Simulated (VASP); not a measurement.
# H4CO in VASP: a series of runs, part 2 of 2

VASP 6.6.1.

## (3) Single point, r2SCAN+D3(BJ)

The input, POSCAR:

```
H4CO
1.0
    8.0548320000      0.0000000000      0.0000000000
    0.0000000000      8.0548320000      0.0000000000
    0.0000000000      0.0000000000      8.0548320000
C O H
6 6 24
Direct
    0.7449193230      0.6051150415      0.2119473131
    0.1277742354      0.8213579129      0.7389353372
    0.3477788239      0.2746674294      0.4718410018
    0.5411534344      0.1576569195     -0.0245194437
    0.6265307582      0.5969832766      0.7017030274
    0.2658528446      0.8335493527      0.3045997732
    0.6058847658      0.5466035791      0.3209998669
    0.0621862753      0.7116349540      0.6192307922
    0.3142834016      0.2479133022      0.2943078142
    0.5658342719      0.0696972947      0.1210453551
    0.7609221397      0.5282543447      0.6142772438
    0.2940222714      0.6679841367      0.3600447533
    0.7542801638      0.5307124965      0.1005110969
    0.6674378808      0.5326864670      0.4286371212
    0.7375696973      0.7384139111      0.1950257932
    0.8597696389      0.5925883991      0.2851083673
    0.0353328288      0.9075918654      0.7900599292
    0.1583149096      0.6713858216      0.5579135605
    0.2114258870      0.7651432084      0.8341204385
    0.2106437478      0.9056675546      0.6659605067
    0.2919241519      0.1702332215      0.5465539194
    0.3198328655      0.3577852400      0.2499990068
    0.4826543868      0.2641395873      0.4981357774
    0.3103106309      0.3964825089      0.5110969416
    0.6234270311      0.1223737503     -0.1207722272
    0.4847525063      0.1217033453      0.2033065370
    0.4221689540      0.1387365993     -0.0803492860
    0.5739039622      0.2898632771     -0.0062322839
    0.5319415725      0.5003704609      0.7037142426
    0.8716879508      0.5845683684      0.6287281969
    0.6440109490      0.6190693983      0.8382421880
    0.5645058767      0.7060358304      0.6480706239
    0.1383020776      0.8681000423      0.3239546151
    0.4137019866      0.6499452751      0.3654948980
    0.3347555852      0.9366427506      0.3715533732
    0.2951520280      0.8360323344      0.1716857658
```

The input, INCAR.step1:

```
SYSTEM = H4CO
  PREC = Accurate
  ENCUT = 520
  ISMEAR = -1
  SIGMA = 0.02
  LREAL = Auto
  LASPH = .TRUE.
  NELM = 100
  NBANDS = 66
  GGA = PE
  ALGO = Normal
  EDIFF = 1E-4
  LWAVE = .TRUE.
  LCHARG = .FALSE.
```

The input, INCAR.step2:

```
SYSTEM = H4CO
  PREC = Accurate
  ENCUT = 520
  EDIFF = 1E-6
  ISMEAR = -1
  SIGMA = 0.02
  LREAL = Auto
  LASPH = .TRUE.
  NELM = 100
  ALGO = Normal
  ISIF = 2
  LWAVE = .FALSE.
  LCHARG = .FALSE.
  METAGGA = R2SCAN
  LMIXTAU = .TRUE.
  IVDW = 12
  VDW_S6 = 1.0
  VDW_S8 = 0.78981345
  VDW_A1 = 0.49484001
  VDW_A2 = 5.73083694
  NBANDS = 66
  ISTART = 1
```

The input, KPOINTS:

```
Automatic mesh
0
G
  1 1 1
  0 0 0
```

Potentials or basis: VASP PAW PBE potentials, release 64 (C, O, H).

On the command line:

```sh
cat potpaw_PBE.64/C/POTCAR potpaw_PBE.64/O/POTCAR potpaw_PBE.64/H/POTCAR > POTCAR
cp INCAR.step1 INCAR
mpirun -np 1 vasp_gam > vasp.out
cp INCAR.step2 INCAR
mpirun -np 1 vasp_gam > vasp.out
```

Run time: 6.4 min. Hardware: 1 thread of Intel Xeon Platinum 8259CL at 2.50GHz (Skylake/Cascade Lake), shared host; peak memory 0.54 GiB.

Results (log left out):

| Item | Value |
| --- | --- |
| Free energy | -194.2300 eV |
| Pressure | -1.0 GPa |
| Largest force | 2.360 eV/Å |
| Band gap on the k mesh | 5.16 eV |
| Dispersion energy per atom | -0.013 eV |

Forces in eV/Å, atoms in the order of the input:
```
C   -0.219 -0.085  1.944
C    1.631  1.618 -0.541
C    0.800 -1.780  0.004
C    0.559  1.391 -0.090
C   -0.979 -0.217  1.595
C    0.613  0.907 -0.334
O    1.570  0.453 -0.300
O   -0.507 -0.760  0.463
O    0.172 -0.260  1.539
O   -1.015  0.003  1.846
O    1.312  0.358 -0.161
O   -0.318  0.213  1.051
H   -0.244  0.011 -0.238
H   -0.539 -0.122 -0.550
H   -0.515  0.186 -0.616
H   -0.050 -0.389 -0.231
H   -0.143 -0.760  0.127
H   -0.142 -0.153 -0.555
H   -0.868 -0.032 -0.224
H   -0.118 -0.111  0.571
H   -0.075  1.025 -0.734
H    0.059  0.608 -0.514
H   -0.281  0.131 -0.361
H   -0.558  0.293  0.144
H    1.185 -0.867 -0.594
H    1.055 -0.735 -1.098
H   -1.211  0.253 -0.043
H   -0.641  0.025 -0.088
H   -0.200 -0.179 -0.208
H   -1.152  0.001  0.011
H    0.551  0.121 -0.848
H    0.566  0.151 -0.240
H   -0.659 -0.285 -0.056
H    0.365 -0.300 -0.364
H    0.004 -1.206 -0.452
H   -0.009  0.493  0.144
```

Stress tensor (GPa, compression positive):
```
-1.00 -0.35  0.20
-0.35 -0.73 -0.56
 0.20 -0.56 -1.35
```

Levels at points of the mesh, in eV from the valence-band top:
```
           k point  band 38  band 39  band 40  band 41  band 42  band 43  band 44  band 45  band 46  band 47
(0.00, 0.00, 0.00)    -1.00    -0.86    -0.68    -0.68     0.00     5.16     6.39     6.48     6.63     6.87
```

Caveat: the k points lie up to 0.78 Å⁻¹ apart; the PAW data sets were made with another functional, which shifts forces and pressure a little.

## (4) Single point, r2SCAN+D3(BJ)

The input, POSCAR:

```
H4CO
1.0
    8.0548320000      0.0000000000      0.0000000000
    0.0000000000      8.0548320000      0.0000000000
    0.0000000000      0.0000000000      8.0548320000
C O H
6 6 24
Direct
    0.7441123539      0.6058847658      0.2199176842
    0.1321939427      0.8192101337      0.7340314485
    0.3445261180      0.2707567333      0.4707112451
    0.5465042598      0.1581411009     -0.0311862494
    0.6200998357      0.5998262906      0.6987606942
    0.2680254535      0.8408244890      0.3114652174
    0.6069772777      0.5478574848      0.3259410004
    0.0683937294      0.7088540146      0.6169092043
    0.3151648600      0.2492913570      0.2927062911
    0.5617497671      0.0719071484      0.1186368629
    0.7602144899      0.5344493839      0.6157670328
    0.2959589970      0.6703677991      0.3595978166
    0.7646714419      0.5308366456      0.1109644497
    0.6625339920      0.5290985585      0.4318401675
    0.7143910636      0.7348135877      0.1767882930
    0.8572990722      0.5986841190      0.2884852223
    0.0293364281      0.8794969281      0.7919469953
    0.1640381823      0.6600634253      0.5592047109
    0.2071551585      0.7635665151      0.8295393374
    0.2104575241      0.9073187374      0.6709264700
    0.2760206544      0.1777442410      0.5347597566
    0.3203542917      0.3592005395      0.2456662038
    0.4726107261      0.2645120345      0.5001594074
    0.2991868732      0.3976743401      0.5008670572
    0.6289640802      0.0889776472     -0.1210205253
    0.4940016129      0.1355832127      0.1940077707
    0.4130812412      0.1512011672     -0.0844710355
    0.5670012733      0.2905460971     -0.0104036931
    0.5262803743      0.4980612879      0.6943161571
    0.8667840620      0.5919552388      0.6398147100
    0.6511495212      0.6408079026      0.8224131801
    0.5678454870      0.7072773212      0.6265183433
    0.1384634714      0.8720479831      0.3351776921
    0.4145710302      0.6488403483      0.3677792411
    0.3470711742      0.9224773403      0.3731548963
    0.2848600691      0.8507688304      0.1767634632
```

The input, INCAR.step1:

```
  PREC = Accurate
  ENCUT = 520
  ISMEAR = -1
  SIGMA = 0.02
  LREAL = Auto
  LASPH = True
  NELM = 80
  NBANDS = 66
  GGA = PE
  ALGO = Normal
  EDIFF = 1E-4
  LWAVE = True
  LCHARG = False
```

The input, INCAR.step2:

```
  PREC = Accurate
  ENCUT = 520
  EDIFF = 1E-6
  ISMEAR = -1
  SIGMA = 0.02
  LREAL = Auto
  LASPH = True
  NELM = 80
  ALGO = Normal
  ISIF = 2
  LWAVE = False
  LCHARG = False
  METAGGA = R2SCAN
  LMIXTAU = True
  IVDW = 12
  VDW_S6 = 1.0
  VDW_S8 = 0.78981345
  VDW_A1 = 0.49484001
  VDW_A2 = 5.73083694
  NBANDS = 66
  ISTART = 1
```

The input, KPOINTS:

```
Automatic mesh
0
Gamma
  1 1 1
```

On the command line:

```sh
cat potpaw_PBE.64/C/POTCAR potpaw_PBE.64/O/POTCAR potpaw_PBE.64/H/POTCAR > POTCAR
cp INCAR.step1 INCAR
mpirun -np 1 vasp_gam > vasp.out
cp INCAR.step2 INCAR
mpirun -np 1 vasp_gam > vasp.out
```

Run time: 6.1 min. Hardware: 1 thread of Intel Xeon Platinum 8259CL at 2.50GHz (Skylake/Cascade Lake), shared host; peak memory 0.54 GiB.

It converged, with:

- Free energy: -194.4689 eV
- Pressure: 0.0 GPa
- Largest force: 2.509 eV/Å
- Band gap on the k mesh: 5.14 eV
- Dispersion energy per atom: -0.013 eV

Forces on the atoms (eV/Å):
```
C   -1.457  1.019  0.009
C    0.273  0.451  0.012
C   -1.086  1.650 -1.337
C   -1.186 -0.939 -1.448
C   -0.718  0.227 -0.992
C   -1.217 -1.542 -1.561
O    0.705  0.149 -1.084
O   -0.120 -1.349 -0.382
O    0.324 -0.255  0.607
O    0.153 -0.321  0.323
O    1.089 -0.225 -0.051
O   -0.604  0.173  0.633
H   -0.466 -0.633 -0.366
H    0.237 -0.159  0.279
H    0.387 -0.689  0.436
H    0.694  0.342  0.578
H   -0.516  0.554  0.341
H   -0.427  0.124 -0.414
H    0.294 -0.606  0.507
H    0.270  0.751 -0.109
H   -0.509 -0.556  0.423
H    0.036  0.199 -0.049
H    1.209 -0.194  0.146
H    0.104 -0.735  0.273
H   -0.450  1.252  0.471
H   -0.435 -0.043  0.653
H    1.214 -0.103  0.465
H    0.647  0.112 -0.506
H    0.366  0.674  0.481
H   -0.701 -0.008 -0.249
H   -0.170 -0.058  0.545
H    0.218 -0.459  0.528
H    0.039 -0.091  0.279
H    0.409 -0.087 -0.443
H    1.176  1.163  0.879
H    0.220  0.212  0.122
```

Stress tensor (GPa, compression positive):
```
-0.41  0.58  0.09
 0.58 -0.30  0.21
 0.09  0.21  0.69
```

Levels at points of the mesh, in eV from the valence-band top:
| k point | band 38 | band 39 | band 40 | band 41 | band 42 | band 43 | band 44 | band 45 | band 46 | band 47 |
| --- | --- | --- | --- | --- | --- | --- | --- | --- | --- | --- |
| (0.00, 0.00, 0.00) | -0.94 | -0.88 | -0.72 | -0.60 | 0.00 | 5.14 | 6.41 | 6.51 | 6.62 | 6.86 |

Caveat: the k points lie up to 0.78 Å⁻¹ apart; the PAW data sets were made with another functional, which shifts forces and pressure a little.

## (5) Overview

```csv
cell,gap on the mesh (eV),pressure (GPa),largest force (eV/Å)
"as given, atomic positions A",5.33,-0.4,0.30
"as given, atomic positions B",5.16,-1.0,2.36
"as given, atomic positions C",5.14,0.0,2.51
```

Alike in all rows: task single point; level r2SCAN+D3(BJ); potentials or basis VASP PAW PBE potentials, release 64 (C, O, H); no spin polarisation; k mesh 1 × 1 × 1; cutoff (eV) 520; smearing fermi-dirac 0.02 eV.

Caveats: all runs use coarse meshes; the PAW data sets were made with another functional, which shifts forces and pressure a little.

Absolute energies hang on the potentials; compare differences alone.
